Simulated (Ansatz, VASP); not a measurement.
## In in VASP and in Ansatz

```
In
1.0
    -1.49606    1.49606    2.37499
     1.49606   -1.49606    2.37499
     1.49606    1.49606   -2.37499
In
1
Direct
  0.00000 0.00000 0.00000
```

Change from the starting cell: strain -0.080 along x and y, -0.040 along z, atoms carried along.

Alike in both runs: task single point; functional PBE; k mesh 20 × 20 × 20; occupations gaussian, width 0.15 eV; no spin polarisation.

|  | VASP | Ansatz |
| --- | --- | --- |
| version | VASP 6.6.1 | Ansatz 0.2.0 |
| potentials or method | VASP PAW PBE potentials, release 64 (In_d), cutoff 520 eV | scalar-relativistic, plane waves, PAW |
| valence electrons in the cell | 13 | 13 |

VASP gave:

```
gap on the k mesh at the Fermi level (eV)                     : none
pressure (GPa)                                                : 17.5
traceless stress, the component that is largest in VASP (GPa) : -0.60
```

Task: Estimate Ansatz's values.

Result: gap on the k mesh at the Fermi level (eV): none; pressure (GPa): 17.6; traceless stress, the component that is largest in VASP (GPa): -0.58.

A gap of «none» marks a metal or a gap that the smearing closes. The functional is the same, so the differences come from potentials, cutoffs and numerics.
